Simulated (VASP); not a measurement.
# GaN (Fm-3m) in VASP: a series of runs

The runs below take GaN through single point, with PBE.

Everything below comes from runs of VASP 6.6.1. Logs are shortened: lines on timing, memory, paths and dates and some standing lists are left out, and cuts for length are marked.

## (1) The cell of the first run

It takes space group Fm-3m (No. 225, cubic). The conventional cell has a = 4.181 Å, b = 4.181 Å, c = 4.181 Å, α = 90.00°, β = 90.00°, γ = 90.00°. Ga (site symmetry m-3m) has 6 N at 2.09 Å within 2.8 Å. Within 2.8 Å of N (site symmetry m-3m) lie 6 Ga at 2.09 Å.

## (2) Single point, PBE (volume changed by -6%)

Contents of INCAR:

```
SYSTEM = GaN
ALGO = Normal ; EDIFF = 1E-6
ENCUT = 520 ; GGA = PE
ISIF = 2 ; ISMEAR = 0
LASPH = .TRUE. ; LCHARG = .TRUE.
LELF = .TRUE. ; LREAL = .FALSE.
LVHAR = .TRUE. ; LWAVE = .FALSE.
NBANDS = 16 ; NELM = 80
PREC = Accurate ; SIGMA = 0.01
```

Contents of KPOINTS:

```
k-points
0
G
  8 8 8
  0 0 0
```

Contents of POSCAR:

```
GaN
1.0
    0.0000000000      2.0904351348      2.0904351348
    2.0904351348      0.0000000000      2.0904351348
    2.0904351348      2.0904351348      0.0000000000
Ga N
1 1
Direct
    0.0000000000      0.0000000000      0.0000000000
    0.5000000000      0.5000000000      0.5000000000
```

Potentials or basis: VASP PAW PBE potentials, release 64 (Ga_d, N).

Started as:

```console
cat potpaw_PBE.64/Ga_d/POTCAR potpaw_PBE.64/N/POTCAR > POTCAR
mpirun -np 1 vasp_std > vasp.out
```

OUTCAR:

```text
SYSTEM = GaN
   EDIFF = 1E-6
   ENCUT = 520
   GGA = PE
   ISIF = 2
   ISMEAR = 0
   LASPH = .TRUE.
   LREAL = .FALSE.
   NELM = 80
   PREC = Accurate

 ion  position               nearest neighbor table
   1  0.000  0.000  0.000-   2 2.09   2 2.09   2 2.09   2 2.09   2 2.09   2 2.09
   2  0.500  0.500  0.500-   1 2.09   1 2.09   1 2.09   1 2.09   1 2.09   1 2.09

  LATTYP: Found a face centered cubic cell.
 ALAT       =     4.1808702696

  Lattice vectors:

 A1 = (   0.0000000000,   2.0904351348,   2.0904351348)
 A2 = (   2.0904351348,   0.0000000000,   2.0904351348)
 A3 = (   2.0904351348,   2.0904351348,   0.0000000000)

Analysis of symmetry for initial positions (statically):
=====================================================================
 Subroutine PRICEL returns:
 Original cell was already a primitive cell.

 Routine SETGRP: Setting up the symmetry group for a
 face centered cubic supercell.

 Subroutine GETGRP returns: Found 48 space group operations
 (whereof 48 operations were pure point group operations)
 out of a pool of 48 trial point group operations.

The static configuration has the point symmetry O_h .

Analysis of symmetry for dynamics (positions and initial velocities):
=====================================================================
 Subroutine PRICEL returns:
 Original cell was already a primitive cell.

 Routine SETGRP: Setting up the symmetry group for a
 face centered cubic supercell.

 Subroutine GETGRP returns: Found 48 space group operations
 (whereof 48 operations were pure point group operations)
 out of a pool of 48 trial point group operations.

The dynamic configuration has the point symmetry O_h .

 Subroutine INISYM returns: Found 48 space group operations
 (whereof 48 operations are pure point group operations),
 and found     1 'primitive' translations

----------------------------------------------------------------------------------------

                                     Primitive cell

  volume of cell :      18.2701

  direct lattice vectors                    reciprocal lattice vectors
     0.000000000  2.090435135  2.090435135    -0.239184652  0.239184652  0.239184652
     2.090435135  0.000000000  2.090435135     0.239184652 -0.239184652  0.239184652
     2.090435135  2.090435135  0.000000000     0.239184652  0.239184652 -0.239184652

  length of vectors
     2.956321719  2.956321719  2.956321719     0.414279969  0.414279969  0.414279969

  position of ions in fractional coordinates (direct lattice)
     0.000000000  0.000000000  0.000000000
     0.500000000  0.500000000  0.500000000

  ion indices of the primitive-cell ions
   primitive index   ion index
                 1           1
                 2           2

----------------------------------------------------------------------------------------

 KPOINTS: k-points

Automatic generation of k-mesh.
 Grid dimensions read from file:
 generate k-points for:    8    8    8

 Generating k-lattice:

  Cartesian coordinates                     Fractional coordinates (reciprocal lattice)
    -0.029898081  0.029898081  0.029898081     0.125000000  0.000000000  0.000000000
     0.029898081 -0.029898081  0.029898081     0.000000000  0.125000000  0.000000000
     0.029898081  0.029898081 -0.029898081     0.000000000  0.000000000  0.125000000

  Length of vectors
     0.051784996  0.051784996  0.051784996

  Shift w.r.t. Gamma in fractional coordinates (k-lattice)
     0.000000000  0.000000000  0.000000000

 Subroutine IBZKPT returns following result:
 ===========================================

 Found     29 irreducible k-points:

 Following reciprocal coordinates:
            Coordinates               Weight
  0.000000  0.000000  0.000000      1.000000
  0.125000  0.000000  0.000000      8.000000
  0.250000  0.000000  0.000000      8.000000
  0.375000  0.000000  0.000000      8.000000
  0.500000  0.000000  0.000000      4.000000
  0.125000  0.125000  0.000000      6.000000
[... 16 lines left out ...]
  0.500000  0.250000  0.125000     48.000000
 -0.375000  0.250000  0.125000     24.000000
 [... further k-points ...]
   k-points           NKPTS =     29   k-points in BZ     NKDIM =     29   number of bands    NBANDS=     16
   number of dos      NEDOS =    301   number of ions     NIONS =      2
   total plane-waves  NPLWV =  13824
   dimension x,y,z NGX =    24 NGY =   24 NGZ =   24
   dimension x,y,z NGXF=    48 NGYF=   48 NGZF=   48
   ions per type =               1   1
   NGX,Y,Z   is equivalent  to a cutoff of  13.50, 13.50, 13.50 a.u.
   NGXF,Y,Z  is equivalent  to a cutoff of  26.99, 26.99, 26.99 a.u.
 SYSTEM =  GaN
   PREC   = accura    normal or accurate (medium, high low for compatibility)
   ISTART =      0    job   : 0-new  1-cont  2-samecut
   ICHARG =      2    charge: 1-file 2-atom 10-const
   ISPIN  =      1    spin polarized calculation?
   LNONCOLLINEAR =      F non collinear calculations
   LSORBIT =      F    spin-orbit coupling
   LASPH  =      T    aspherical Exc in radial PAW
   ENCUT  =  520.0 eV  38.22 Ry    6.18 a.u.   5.50  5.50  5.50*2*pi/ulx,y,z
   NELM   =     80;   NELMIN=  2; NELMDL= -5     # of ELM steps
   EDIFF  = 0.1E-05   stopping-criterion for ELM
   LREAL  =      F    real-space projection
   EDIFFG = 0.1E-04   stopping-criterion for IOM
   NSW    =      0    number of steps for IOM
   IBRION =     -1    ionic relax: 0-MD 1-quasi-New 2-CG
   NFREE  =      0    steps in history (QN), initial steepest desc. (CG)
   ISIF   =      2    stress and relaxation
   ISYM   =      2    0-nonsym 1-usesym 2-fastsym
   POTIM  = 0.5000    time-step for ionic-motion
   TEBEG  =    0.0;   TEEND  =   0.0 temperature during run
   PSTRESS=    0.0 pullay stress
   NELECT =      18.0000    total number of electrons
   NUPDOWN=      -1.0000    fix difference up-down
   EMIN   =  10.00;   EMAX   =-10.00  energy-range for DOS
   EFERMI =   0.00;   METHOD = LEGACY
   ISMEAR =     0;   SIGMA  =   0.01  broadening in eV -4-tet -1-fermi 0-gaus
   EFERMI_NEDOS =   21; number of points for ismear=-14 and -15
   IALGO  =     38    algorithm
   IMIX   =      4    mixing-type and parameters
     AMIX     =   0.40;   BMIX     =  1.00
     AMIX_MAG =   1.60;   BMIX_MAG =  1.00
  volume/ion in A,a.u.               =       9.14        61.65
  Fermi-wavevector in a.u.,A,eV,Ry     =   1.628992  3.078349 36.104626  2.653615
  Thomas-Fermi vector in A             =   2.721532
   LORBIT       =      0    0 simple, 1 ext, 2 COOP (PROOUT), +10 PAW based schemes
   GGA     = PE    functional components
   LHFCALC =     F    Hartree Fock is set to
   AEXX    =    0.0000 exact exchange contribution
   IVDW    =     0    specifies the selected vdW correction
   LEPSILON=     F    determine dielectric tensor
   LRPA    =     F    only Hartree local field effects (RPA)
 non-spin polarized calculation
 Gauss-broadening in eV      SIGMA  =   0.01
  energy-cutoff  :      520.00
  volume of cell :       18.27
 maximum number of plane-waves:       531
 NGX is ok and might be reduce to    24
   NGX = 11   NGY = 11   NGZ = 11

 number of electron      17.9999999 magnetization

 Free energy of the ion-electron system (eV)
  ---------------------------------------------------
  ext. energy  EPLUGINS =         0.00000000
  ---------------------------------------------------
  free energy    TOTEN  =       -11.14650312 eV

  energy without entropy =      -11.14650312  energy(sigma->0) =      -11.14650312

 E-fermi :   8.3869     XC(G=0): -13.2665

 val. band max:        8.2969185734   @ k =  -0.2500   0.1250   0.0000
 cond. band min:       9.1145739070   @ k =   0.5000   0.5000   0.0000
 fundamental gap:      0.8176553336
 Fermi energy:         8.3868898177

 k-point     1 :       0.0000    0.0000    0.0000
  band No.  band energies     occupation
      1      -9.3216      2.00000
      2      -5.6663      2.00000
      3      -5.6663      2.00000
      4      -5.6663      2.00000
      5      -5.5636      2.00000
      6      -5.5636      2.00000
[... 8 lines left out ...]
     15      24.6109      0.00000
     16      24.6109      0.00000

 k-point     2 :       0.1250    0.0000    0.0000
  band No.  band energies     occupation
      1      -9.0082      2.00000
      2      -5.6803      2.00000
      3      -5.6554      2.00000
      4      -5.6554      2.00000
      5      -5.5805      2.00000
      6      -5.5805      2.00000
[... 8 lines left out ...]
     15      24.7578      0.00000
     16      24.7578      0.00000

 k-point     3 :       0.2500    0.0000    0.0000
  band No.  band energies     occupation
      1      -8.1206      2.00000
      2      -5.7197      2.00000
      3      -5.7196      2.00000
      4      -5.7157      2.00000
      5      -5.5289      2.00000
      6      -5.5289      2.00000
[... 8 lines left out ...]
     15      26.4662      0.00000
     16      26.4662      0.00000

 k-point     4 :       0.3750    0.0000    0.0000
  band No.  band energies     occupation
      1      -6.8899      2.00000
      2      -5.8078      2.00000
      3      -5.8078      2.00000
      4      -5.7683      2.00000
      5      -5.4510      2.00000
      6      -5.4510      2.00000
[... 8 lines left out ...]
     15      29.2480      0.00000
     16      29.2480      0.00000
[... 324 lines left out ...]
 k-point    22 :       0.3750    0.2500    0.1250
  band No.  band energies     occupation
      1      -7.6504      2.00000
      2      -5.7428      2.00000
      3      -5.6942      2.00000
      4      -5.6229      2.00000
      5      -5.5297      2.00000
      6      -5.2923      2.00000
[... 8 lines left out ...]
     15      29.9725      0.00000
     16      30.3532      0.00000

 k-point    23 :       0.5000    0.2500    0.1250
  band No.  band energies     occupation
      1      -7.0911      2.00000
      2      -5.7714      2.00000
      3      -5.7036      2.00000
      4      -5.6295      2.00000
      5      -5.4481      2.00000
      6      -4.6977      2.00000
[... 8 lines left out ...]
     15      29.9706      0.00000
     16      31.4794      0.00000

 k-point    24 :      -0.3750    0.2500    0.1250
  band No.  band energies     occupation
      1      -6.9128      2.00000
      2      -5.8026      2.00000
      3      -5.7071      2.00000
      4      -5.6191      2.00000
      5      -5.4136      2.00000
      6      -4.1579      2.00000
[... 8 lines left out ...]
     15      27.6504      0.00000
     16      32.3669      0.00000

 [... further k-points ...]
[... 5 lines left out ...]
  --------------------------------------------------------------------------------------
  -------------------------------------------------------------------------------------
  Total        1.8112056      1.8112056      1.8112056     -0.0000000     -0.0000000      0.0000000
  in kB      158.8320875    158.8320875    158.8320875     -0.0000000     -0.0000000      0.0000000
  external PRESSURE =     158.8320875 kB  Pullay stress =       0.0000000 kB

 VOLUME and BASIS-vectors are now :
 -----------------------------------------------------------------------------
  energy-cutoff  :      520.00
  volume of cell :       18.27
      direct lattice vectors                 reciprocal lattice vectors
     0.000000000  2.090435135  2.090435135    -0.239184652  0.239184652  0.239184652
     2.090435135  0.000000000  2.090435135     0.239184652 -0.239184652  0.239184652
     2.090435135  2.090435135  0.000000000     0.239184652  0.239184652 -0.239184652

 POSITION                                       TOTAL-FORCE (eV/Angst)
 -----------------------------------------------------------------------------------
      0.00000      0.00000      0.00000         0.000000      0.000000      0.000000
      2.09044      2.09044      2.09044        -0.000000     -0.000000     -0.000000
 -----------------------------------------------------------------------------------
    total drift:                                0.000000     -0.000000     -0.000000

  FREE ENERGIE OF THE ION-ELECTRON SYSTEM (eV)
  ---------------------------------------------------
  free  energy   TOTEN  =       -11.1465031224 eV

  energy  without entropy=      -11.1465031224  energy(sigma->0) =      -11.14650312
```

Run time: 5.2 s. Hardware: 1 thread of Intel Xeon 6975P-C (Granite Rapids), shared host; peak memory 0.14 GiB.

Results:

```yaml
Free_energy: -11.1465 eV
Pressure: 15.9 GPa
Band_gap_on_the_k_mesh: 0.82 eV, indirect (least direct gap 3.17 eV)
```

Levels at points of the mesh, in eV from the valence-band top:
```csv
k point,band 6,band 7,band 8,band 9,band 10,band 11,band 12,band 13
"(0.00, 0.00, 0.00)",-13.86,-0.53,-0.53,-0.53,2.64,14.93,14.93,14.93
"(0.50, 0.00, 0.00)",-13.71,-8.40,-0.15,-0.15,4.85,9.30,9.30,9.86
"(0.50, 0.50, 0.00)",-10.89,-7.36,-3.15,-3.15,0.82,7.88,12.27,14.95
```

 A k mesh can miss the band edges.

(Part 1 of 2 ends here.)
